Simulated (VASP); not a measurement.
# Cs (Im-3m) in VASP: a series of runs

Cs is run at these levels: LDA; tasks: single point.

All numbers are computed with VASP 6.6.1; they aren't measurements. Logs are shortened: lines on timing, memory, paths and dates and some standing lists are left out, and cuts for length are marked.

### 1 The cell of the first run

Symmetry: Im-3m, No. 229, cubic system. Conventional cell: a = 5.768 Å, b = 5.768 Å, c = 5.768 Å, α = 90.00°, β = 90.00°, γ = 90.00°.

### 2 Single point, LDA

The input, INCAR:

```
ALGO = Normal
EDIFF = 1E-7
ENCUT = 520
ISIF = 2
ISMEAR = 0
LASPH = T
LCHARG = F
LREAL = F
LWAVE = F
NBANDS = 10
NELM = 60
PREC = Accurate
SIGMA = 0.01
```

The input, KPOINTS:

```
k-points
0
Gamma
  8 8 8
```

The input, POSCAR:

```
Cs
1.0
   -2.8840810378      2.8840810378      2.8840810378
    2.8840810378     -2.8840810378      2.8840810378
    2.8840810378      2.8840810378     -2.8840810378
Cs
1
Direct
    0.0000000000      0.0000000000      0.0000000000
```

Potentials or basis: VASP PAW LDA potentials, release 64 (Cs_sv).

Run with:

```sh
> cat potpaw_LDA.64/Cs_sv/POTCAR > POTCAR
> mpirun -np 1 vasp_std > vasp.out
```

OUTCAR:

```text
EDIFF = 1E-7
   ENCUT = 520
   ISIF = 2
   ISMEAR = 0
   LASPH = T
   LREAL = F
   NELM = 60
   PREC = Accurate

 ion  position               nearest neighbor table
   1  0.000  0.000  0.000-

  LATTYP: Found a body centered cubic cell.
 ALAT       =     5.7681620756

  Lattice vectors:

 A1 = (  -2.8840810378,   2.8840810378,   2.8840810378)
 A2 = (   2.8840810378,  -2.8840810378,   2.8840810378)
 A3 = (   2.8840810378,   2.8840810378,  -2.8840810378)

Analysis of symmetry for initial positions (statically):
=====================================================================
 Subroutine PRICEL returns:
 Original cell was already a primitive cell.

 Routine SETGRP: Setting up the symmetry group for a
 body centered cubic supercell.

 Subroutine GETGRP returns: Found 48 space group operations
 (whereof 48 operations were pure point group operations)
 out of a pool of 48 trial point group operations.

The static configuration has the point symmetry O_h .

Analysis of symmetry for dynamics (positions and initial velocities):
=====================================================================
 Subroutine PRICEL returns:
 Original cell was already a primitive cell.

 Routine SETGRP: Setting up the symmetry group for a
 body centered cubic supercell.

 Subroutine GETGRP returns: Found 48 space group operations
 (whereof 48 operations were pure point group operations)
 out of a pool of 48 trial point group operations.

The dynamic configuration has the point symmetry O_h .

 Subroutine INISYM returns: Found 48 space group operations
 (whereof 48 operations are pure point group operations),
 and found     1 'primitive' translations

----------------------------------------------------------------------------------------

                                     Primitive cell

  volume of cell :      95.9583

  direct lattice vectors                    reciprocal lattice vectors
    -2.884081038  2.884081038  2.884081038     0.000000000  0.173365448  0.173365448
     2.884081038 -2.884081038  2.884081038     0.173365448  0.000000000  0.173365448
     2.884081038  2.884081038 -2.884081038     0.173365448  0.173365448  0.000000000

  length of vectors
     4.995374891  4.995374891  4.995374891     0.245175767  0.245175767  0.245175767

  position of ions in fractional coordinates (direct lattice)
     0.000000000  0.000000000  0.000000000

  ion indices of the primitive-cell ions
   primitive index   ion index
                 1           1

----------------------------------------------------------------------------------------

 KPOINTS: k-points

Automatic generation of k-mesh.
 Grid dimensions read from file:
 generate k-points for:    8    8    8

 Generating k-lattice:

  Cartesian coordinates                     Fractional coordinates (reciprocal lattice)
     0.000000000  0.021670681  0.021670681     0.125000000  0.000000000  0.000000000
     0.021670681  0.000000000  0.021670681     0.000000000  0.125000000  0.000000000
     0.021670681  0.021670681  0.000000000     0.000000000  0.000000000  0.125000000

  Length of vectors
     0.030646971  0.030646971  0.030646971

  Shift w.r.t. Gamma in fractional coordinates (k-lattice)
     0.000000000  0.000000000  0.000000000

 Subroutine IBZKPT returns following result:
 ===========================================

 Found     29 irreducible k-points:

 Following reciprocal coordinates:
            Coordinates               Weight
  0.000000  0.000000  0.000000      1.000000
  0.125000  0.000000  0.000000     12.000000
  0.250000  0.000000  0.000000     12.000000
  0.375000  0.000000  0.000000     12.000000
  0.500000  0.000000  0.000000      6.000000
  0.125000  0.125000  0.000000     24.000000
[... 16 lines left out ...]
 -0.250000  0.250000  0.250000      6.000000
 -0.375000  0.375000  0.250000     24.000000
 [... further k-points ...]
   k-points           NKPTS =     29   k-points in BZ     NKDIM =     29   number of bands    NBANDS=     10
   number of dos      NEDOS =    301   number of ions     NIONS =      1
   total plane-waves  NPLWV =  64000
   dimension x,y,z NGX =    40 NGY =   40 NGZ =   40
   dimension x,y,z NGXF=    80 NGYF=   80 NGZF=   80
   ions per type =               1
   NGX,Y,Z   is equivalent  to a cutoff of  13.31, 13.31, 13.31 a.u.
   NGXF,Y,Z  is equivalent  to a cutoff of  26.62, 26.62, 26.62 a.u.
 SYSTEM =  unknown system
   PREC   = accura    normal or accurate (medium, high low for compatibility)
   ISTART =      0    job   : 0-new  1-cont  2-samecut
   ICHARG =      2    charge: 1-file 2-atom 10-const
   ISPIN  =      1    spin polarized calculation?
   LNONCOLLINEAR =      F non collinear calculations
   LSORBIT =      F    spin-orbit coupling
   LASPH  =      T    aspherical Exc in radial PAW
   ENCUT  =  520.0 eV  38.22 Ry    6.18 a.u.   9.29  9.29  9.29*2*pi/ulx,y,z
   NELM   =     60;   NELMIN=  2; NELMDL= -5     # of ELM steps
   EDIFF  = 0.1E-06   stopping-criterion for ELM
   LREAL  =      F    real-space projection
   EDIFFG = 0.1E-05   stopping-criterion for IOM
   NSW    =      0    number of steps for IOM
   IBRION =     -1    ionic relax: 0-MD 1-quasi-New 2-CG
   NFREE  =      0    steps in history (QN), initial steepest desc. (CG)
   ISIF   =      2    stress and relaxation
   ISYM   =      2    0-nonsym 1-usesym 2-fastsym
   POTIM  = 0.5000    time-step for ionic-motion
   TEBEG  =    0.0;   TEEND  =   0.0 temperature during run
   PSTRESS=    0.0 pullay stress
   NELECT =       9.0000    total number of electrons
   NUPDOWN=      -1.0000    fix difference up-down
   EMIN   =  10.00;   EMAX   =-10.00  energy-range for DOS
   EFERMI =   0.00;   METHOD = LEGACY
   ISMEAR =     0;   SIGMA  =   0.01  broadening in eV -4-tet -1-fermi 0-gaus
   EFERMI_NEDOS =   21; number of points for ismear=-14 and -15
   IALGO  =     38    algorithm
   IMIX   =      4    mixing-type and parameters
     AMIX     =   0.40;   BMIX     =  1.00
     AMIX_MAG =   1.60;   BMIX_MAG =  1.00
  volume/ion in A,a.u.               =      95.96       647.56
  Fermi-wavevector in a.u.,A,eV,Ry     =   0.743809  1.405596  7.527452  0.553252
  Thomas-Fermi vector in A             =   1.839012
   LORBIT       =      0    0 simple, 1 ext, 2 COOP (PROOUT), +10 PAW based schemes
   GGA     = CA    functional components
   LHFCALC =     F    Hartree Fock is set to
   AEXX    =    0.0000 exact exchange contribution
   IVDW    =     0    specifies the selected vdW correction
   LEPSILON=     F    determine dielectric tensor
   LRPA    =     F    only Hartree local field effects (RPA)
 non-spin polarized calculation
 Gauss-broadening in eV      SIGMA  =   0.01
  energy-cutoff  :      520.00
  volume of cell :       95.96
 maximum number of plane-waves:      2616
 NGX is ok and might be reduce to    40
   NGX = 19   NGY = 19   NGZ = 19

 number of electron       8.9999998 magnetization

 Free energy of the ion-electron system (eV)
  ---------------------------------------------------
  ext. energy  EPLUGINS =         0.00000000
  ---------------------------------------------------
  free energy    TOTEN  =        -0.98609547 eV

  energy without entropy =       -0.98556726  energy(sigma->0) =       -0.98583136

 E-fermi :   0.7642     XC(G=0):  -6.0286

 val. band max:        0.7638760827   @ k =   0.3750   0.1250   0.0000
 cond. band min:       0.8362539557   @ k =   0.2500   0.2500   0.0000
 fundamental gap:      0.0723778730
 Fermi energy:         0.7642455143

 k-point     1 :       0.0000    0.0000    0.0000
  band No.  band energies     occupation
      1     -22.9546      2.00000
      2      -9.6495      2.00000
      3      -9.6495      2.00000
      4      -9.6495      2.00000
      5      -1.0975      2.00000
      6       3.2984      0.00000
      7       3.2984      0.00000
      8       3.2984      0.00000
      9       4.3433      0.00000
     10       4.3433      0.00000

 k-point     2 :       0.1250    0.0000    0.0000
  band No.  band energies     occupation
      1     -22.9523      2.00000
      2      -9.6893      2.00000
      3      -9.6619      2.00000
      4      -9.6497      2.00000
      5      -0.8887      2.00000
      6       3.0993      0.00000
      7       3.1132      0.00000
      8       3.5116      0.00000
      9       4.0974      0.00000
     10       4.3135      0.00000

 k-point     3 :       0.2500    0.0000    0.0000
  band No.  band energies     occupation
      1     -22.9466      2.00000
      2      -9.7823      2.00000
      3      -9.6914      2.00000
      4      -9.6502      2.00000
      5      -0.3287      2.00000
      6       2.5348      0.00000
      7       2.7282      0.00000
      8       4.1340      0.00000
      9       4.1594      0.00000
     10       4.3461      0.00000

 k-point     4 :       0.3750    0.0000    0.0000
  band No.  band energies     occupation
      1     -22.9409      2.00000
      2      -9.8711      2.00000
      3      -9.7206      2.00000
      4      -9.6507      2.00000
      5       0.3568      2.00000
      6       2.0752      0.00000
      7       2.4426      0.00000
      8       4.2891      0.00000
      9       4.5762      0.00000
     10       5.1077      0.00000
[... 222 lines left out ...]
 k-point    22 :       0.2500    0.2500    0.2500
  band No.  band energies     occupation
      1     -22.9376      2.00000
      2      -9.7775      2.00000
      3      -9.7775      2.00000
      4      -9.7775      2.00000
      5       1.8357      0.00000
      6       1.8357      0.00000
      7       1.8357      0.00000
      8       3.5792      0.00000
      9       4.9534      0.00000
     10       4.9534      0.00000

 k-point    23 :      -0.2500    0.2500    0.2500
  band No.  band energies     occupation
      1     -22.9395      2.00000
      2      -9.7872      2.00000
      3      -9.7369      2.00000
      4      -9.7369      2.00000
      5       0.3451      2.00000
      6       2.2732      0.00000
      7       3.1179      0.00000
      8       3.1179      0.00000
      9       4.1701      0.00000
     10       4.4604      0.00000

 k-point    24 :      -0.3750    0.3750    0.2500
  band No.  band energies     occupation
      1     -22.9346      2.00000
      2      -9.8410      2.00000
      3      -9.7684      2.00000
      4      -9.7446      2.00000
      5       0.9470      0.00000
      6       1.8121      0.00000
      7       3.1092      0.00000
      8       3.1657      0.00000
      9       4.1608      0.00000
     10       4.9112      0.00000

 [... further k-points ...]

------------------------ aborting loop because EDIFF is reached ----------------------------------------

  FORCE on cell =-STRESS in cart. coord.  units (eV):
  Direction    XX          YY          ZZ          XY          YZ          ZX
  --------------------------------------------------------------------------------------
  -------------------------------------------------------------------------------------
  Total       -0.0092537     -0.0092537     -0.0092537     -0.0000000      0.0000000     -0.0000000
  in kB       -0.1545058     -0.1545058     -0.1545058     -0.0000000      0.0000000     -0.0000000
  external PRESSURE =      -0.1545058 kB  Pullay stress =       0.0000000 kB

 VOLUME and BASIS-vectors are now :
 -----------------------------------------------------------------------------
  energy-cutoff  :      520.00
  volume of cell :       95.96
      direct lattice vectors                 reciprocal lattice vectors
    -2.884081038  2.884081038  2.884081038     0.000000000  0.173365448  0.173365448
     2.884081038 -2.884081038  2.884081038     0.173365448  0.000000000  0.173365448
     2.884081038  2.884081038 -2.884081038     0.173365448  0.173365448  0.000000000

 POSITION                                       TOTAL-FORCE (eV/Angst)
 -----------------------------------------------------------------------------------
      0.00000      0.00000      0.00000        -0.000000      0.000000     -0.000000
 -----------------------------------------------------------------------------------
    total drift:                               -0.000000     -0.000000     -0.000000

  FREE ENERGIE OF THE ION-ELECTRON SYSTEM (eV)
  ---------------------------------------------------
  free  energy   TOTEN  =        -0.9860954675 eV

  energy  without entropy=       -0.9855672603  energy(sigma->0) =       -0.98583136
```

Wall time 22 s (1 thread of Intel Xeon 6975P-C, shared host); peak memory 0.2 GiB.

Results:

```yaml
Free_energy: -0.9861 eV
Pressure: 0.0 GPa
```

Caveat: spin-orbit coupling is left out, which moves the levels of the heavy elements.

### 3 Single point, LDA

The input, INCAR:

```
PREC = Accurate
ENCUT = 520
EDIFF = 1E-6
ISMEAR = 0
SIGMA = 0.03
LREAL = F
LASPH = T
NELM = 60
ALGO = Normal
ISIF = 2
LWAVE = F
LCHARG = F
NBANDS = 10
```

The input, KPOINTS:

```
Automatic mesh
0
Gamma
  8 8 8
```

POSCAR is that of step 2.

Potentials or basis: VASP PAW LDA potentials, release 64 (Cs_sv).

Run with:

```sh
> cat potpaw_LDA.64/Cs_sv/POTCAR > POTCAR
> mpirun -np 1 vasp_std > vasp.out
```

Wall time 18 s (1 thread of Intel Xeon 6975P-C, shared host); peak memory 0.19 GiB.

It converged, with:

| Quantity | Value |
| --- | --- |
| Free energy | -0.9872 eV |
| Pressure | 0.0 GPa |

Levels at points of the mesh, in eV from the Fermi level:
| k point | band 2 | band 3 | band 4 | band 5 | band 6 | band 7 | band 8 | band 9 |
| --- | --- | --- | --- | --- | --- | --- | --- | --- |
| (0.00, 0.00, 0.00) | -10.42 | -10.42 | -10.42 | -1.86 | 2.53 | 2.53 | 2.53 | 3.58 |
| (0.50, 0.00, 0.00) | -10.67 | -10.50 | -10.42 | -0.07 | 1.18 | 1.57 | 3.44 | 4.09 |
| (0.50, 0.50, 0.50) | -10.59 | -10.59 | -10.59 | 0.50 | 0.50 | 3.53 | 3.53 | 3.53 |

Caveat: spin-orbit coupling is left out, which moves the levels of the heavy elements.

### 4 Single point, LDA

The input, INCAR:

```
  PREC = Accurate
  ENCUT = 520
  EDIFF = 1E-6
  ISMEAR = 0
  SIGMA = 0.1
  LREAL = False
  LASPH = True
  NELM = 100
  ALGO = Normal
  ISIF = 2
  LWAVE = False
  LCHARG = True
  LELF = True
  LVHAR = True
  NBANDS = 10
```

KPOINTS is that of step 3.

POSCAR is that of step 3.

Potentials or basis: VASP PAW LDA potentials, release 64 (Cs_sv).

Run with:

```sh
> cat potpaw_LDA.64/Cs_sv/POTCAR > POTCAR
> mpirun -np 1 vasp_std > vasp.out
```

OUTCAR:

```text
PREC = Accurate
   ENCUT = 520
   EDIFF = 1E-6
   ISMEAR = 0
   LREAL = False
   LASPH = True
   NELM = 100
   ISIF = 2

 ion  position               nearest neighbor table
   1  0.000  0.000  0.000-

  LATTYP: Found a body centered cubic cell.
 ALAT       =     5.7681620756

  Lattice vectors:

 A1 = (  -2.8840810378,   2.8840810378,   2.8840810378)
 A2 = (   2.8840810378,  -2.8840810378,   2.8840810378)
 A3 = (   2.8840810378,   2.8840810378,  -2.8840810378)

Analysis of symmetry for initial positions (statically):
=====================================================================
 Subroutine PRICEL returns:
 Original cell was already a primitive cell.

 Routine SETGRP: Setting up the symmetry group for a
 body centered cubic supercell.

 Subroutine GETGRP returns: Found 48 space group operations
[... 9 lines left out ...]

 Routine SETGRP: Setting up the symmetry group for a
 body centered cubic supercell.

 Subroutine GETGRP returns: Found 48 space group operations
 (whereof 48 operations were pure point group operations)
 out of a pool of 48 trial point group operations.

The dynamic configuration has the point symmetry O_h .

[... 143 lines left out ...]
  energy without entropy =       -0.98284940  energy(sigma->0) =       -0.98781986

 E-fermi :   0.7748     XC(G=0):  -6.0284

 val. band max:        0.7640401965   @ k =   0.3750   0.1250   0.0000
 cond. band min:       0.8364427519   @ k =   0.2500   0.2500   0.0000
 fundamental gap:      0.0724025554
 Fermi energy:         0.7748057552

 k-point     1 :       0.0000    0.0000    0.0000
  band No.  band energies     occupation
      1     -22.9543      2.00000
      2      -9.6491      2.00000
      3      -9.6491      2.00000
      4      -9.6491      2.00000
      5      -1.0973      2.00000
      6       3.2984      0.00000
      7       3.2984      0.00000
      8       3.2984      0.00000
      9       4.3435      0.00000
     10       4.3435      0.00000
[... 287 lines left out ...]
 k-point    24 :      -0.3750    0.3750    0.2500
  band No.  band energies     occupation
      1     -22.9342      2.00000
      2      -9.8406      2.00000
      3      -9.7680      2.00000
      4      -9.7442      2.00000
      5       0.9472      0.01476
      6       1.8123      0.00000
      7       3.1093      0.00000
      8       3.1659      0.00000
      9       4.1609      0.00000
     10       4.9113      0.00000

 [... further k-points ...]
[... 5 lines left out ...]
  --------------------------------------------------------------------------------------
  -------------------------------------------------------------------------------------
  Total       -0.0136636     -0.0136636     -0.0136636      0.0000000      0.0000000      0.0000000
  in kB       -0.2281354     -0.2281354     -0.2281354      0.0000000      0.0000000      0.0000000
  external PRESSURE =      -0.2281354 kB  Pullay stress =       0.0000000 kB

 VOLUME and BASIS-vectors are now :
 -----------------------------------------------------------------------------
  energy-cutoff  :      520.00
  volume of cell :       95.96
      direct lattice vectors                 reciprocal lattice vectors
    -2.884081038  2.884081038  2.884081038     0.000000000  0.173365448  0.173365448
     2.884081038 -2.884081038  2.884081038     0.173365448  0.000000000  0.173365448
     2.884081038  2.884081038 -2.884081038     0.173365448  0.173365448  0.000000000

 POSITION                                       TOTAL-FORCE (eV/Angst)
 -----------------------------------------------------------------------------------
      0.00000      0.00000      0.00000        -0.000000      0.000000     -0.000000
 -----------------------------------------------------------------------------------
    total drift:                               -0.000000     -0.000000     -0.000000

  FREE ENERGIE OF THE ION-ELECTRON SYSTEM (eV)
  ---------------------------------------------------
  free  energy   TOTEN  =        -0.9927903323 eV

  energy  without entropy=       -0.9828493977  energy(sigma->0) =       -0.98781986
```

Wall time 19 s (1 thread of Intel Xeon 6975P-C, shared host); peak memory 0.19 GiB.

What came out:

```
Free energy : -0.9928 eV
Pressure    : 0.0 GPa
```

Levels at points of the mesh, in eV from the Fermi level:
| k point | band 3 | band 4 | band 5 | band 6 | band 7 | band 8 |
| --- | --- | --- | --- | --- | --- | --- |
| (0.00, 0.00, 0.00) | -10.42 | -10.42 | -1.87 | 2.52 | 2.52 | 2.52 |
| (0.50, 0.00, 0.00) | -10.51 | -10.43 | -0.08 | 1.17 | 1.57 | 3.43 |
| (0.50, 0.50, 0.50) | -10.60 | -10.60 | 0.49 | 0.49 | 3.52 | 3.52 |

Caveat: spin-orbit coupling is left out, which moves the levels of the heavy elements.

### 5 Overview

```tsv
smearing	gap on the mesh (eV)	pressure (GPa)
gaussian 0.01 eV	none	0.0
gaussian 0.03 eV	none	0.0
gaussian 0.1 eV	none	0.0
```

Alike in all rows: task single point; level LDA; potentials or basis VASP PAW LDA potentials, release 64 (Cs_sv); no spin polarisation; cell as given; k mesh 8 × 8 × 8; cutoff (eV) 520.

Every run on the cell as given and a fine mesh finds a metal.

Caveats: spin-orbit coupling is left out, which moves the levels of the heavy elements.

Absolute energies hang on the potentials; compare differences alone.
